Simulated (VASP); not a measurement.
**TaSi2: single point with PBE**

TaSi2:

```
Ta Si
1.0
     4.80602    0.00000    0.00000
    -2.40301    4.16214    0.00000
     0.00000    0.00000    6.59953
Ta Si
3 6
Direct
  0.50000 0.00000 0.90181
  0.50000 0.50000 0.66667
  0.00000 0.50000 0.33333
  0.15892 0.31783 0.00000
  0.84108 0.15892 0.66667
  0.68217 0.84108 0.33333
  0.84108 0.68217 0.00000
  0.15892 0.84108 0.66667
  0.31783 0.15892 0.33333
```

This cell differs from its parent crystal: atom 1 (Ta) moved by +0.000 Å along [1 0 0] and -0.648 Å along [0 0 1].

| Item | Value |
| --- | --- |
| Program | VASP 6.6.1 |
| Task | single point |
| Functional | PBE |
| Potentials or basis | VASP PAW PBE potentials, release 64 (Ta_pv, Si) |
| Cutoff | 520 eV |
| k mesh | 9 × 9 × 6 |
| Occupations | gaussian, width 0.15 eV |
| Spin | no spin polarisation |

- Pressure: 15.1 GPa
- Largest force: 16.813 eV/Å
- Band gap on the k mesh: zero (an odd number of electrons rules out a gap without spin polarisation)

Forces on the atoms (eV/Å):
```
Ta   0.000  0.000 16.813
Ta   0.000  0.000 -1.492
Ta   0.000  0.000 -1.107
Si  -0.230 -0.093 -0.420
Si   4.353  2.718 -6.042
Si  -0.528  0.154 -0.646
Si   0.230  0.093 -0.420
Si  -4.353 -2.718 -6.042
Si   0.528 -0.154 -0.646
```

Stress tensor (GPa, compression positive):
```
12.77  7.99  0.00
 7.99  5.13  0.00
 0.00  0.00 27.27
```

Levels at points of the mesh, in eV from the Fermi level:
| k point | band 25 | band 26 | band 27 | band 28 | band 29 | band 30 | band 31 | band 32 |
| --- | --- | --- | --- | --- | --- | --- | --- | --- |
| (0.00, 0.00, 0.00) | -2.38 | -2.07 | -1.80 | -1.72 | -1.30 | 1.20 | 1.79 | 1.84 |
| (0.00, 0.00, 0.50) | -1.98 | -1.88 | -1.80 | -1.53 | 0.84 | 1.03 | 1.32 | 2.19 |

Run time: 5.9 min on 1 thread of Intel(R) Xeon(R) Platinum 8559C (Emerald Rapids), on a shared host, peak memory 0.69 GiB.

Caveat: the cell differs from its parent crystal (atom 1 (Ta) moved by +0.000 Å along [1 0 0] and -0.648 Å along [0 0 1]); the cell stands under pressure; spin-orbit coupling is left out, which moves the levels of the heavy elements; forces of over 1 eV/Å act on the atoms, so gaps and moduli don't describe the material at rest.
